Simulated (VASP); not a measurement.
Set up this calculation in VASP 6.6.1, as the native input.

```
Task                   : single point
Functional             : PBEsol
Potentials or basis    : VASP PAW PBE potentials, release 64 (Ge_d)
Cutoff                 : 520 eV
k mesh                 : 12 × 12 × 6
Occupations            : gaussian, width 0.1 eV
Spin                   : no spin polarisation
Dipole correction      : no
Further INCAR settings : ALGO = Fast; EDIFF = 1e-06; NBANDS = 36
```

The structure of Ge lies in POSCAR:

```
Ge
1.0
    3.9962202214      0.0000000000      0.0000000000
   -1.9981101107      3.4608282308      0.0000000000
    0.0000000000      0.0000000000      6.5960331347
Ge
4
Direct
    0.6666666667      0.3333333333      0.0629233156
    0.3333333333      0.6666666667      0.5629233156
    0.6666666667      0.3333333333      0.4370766844
    0.3333333333      0.6666666667      0.9370766844
```

This isn't the form of Ge at room conditions, which is diamond.

One way to write it, as run:

INCAR

```
PREC     = Accurate       # precision mode
ENCUT    = 520            # plane-wave cutoff, eV
EDIFF    = 1E-6           # SCF threshold, eV
ISMEAR   = 0              # smearing method
SIGMA    = 0.1            # smearing width, eV
LREAL    = F              # projectors in reciprocal space
LASPH    = T              # aspherical terms in the spheres
NELM     = 60             # most SCF steps
ALGO     = Fast           # electronic algorithm
ISIF     = 2              # what is computed and relaxed
LWAVE    = F              # write WAVECAR
LCHARG   = F              # write CHGCAR
GGA      = PS             # functional
NBANDS   = 36             # bands
```

KPOINTS

```
Automatic mesh
0
Gamma
  12 12 6
```

Potentials or basis: VASP PAW PBE potentials, release 64 (Ge_d).

Launch:

```bash
$ cat potpaw_PBE.64/Ge_d/POTCAR > POTCAR
$ mpirun -np 1 vasp_std > vasp.out
```

It gave:

```
Pressure               : -0.1 GPa
Largest force          : 0.005 eV/Å
Band gap on the k mesh : zero (bands 28 and 29 overlap by 0.02 eV)
```

Caveat: semilocal functionals underestimate gaps, and a narrow one can read as zero; the PAW data sets were made with another functional, which shifts forces and pressure a little.

Run time: 5.3 min on 1 thread of Oxide Virtual Turin-like Processor, on a shared host, peak memory 0.28 GiB.
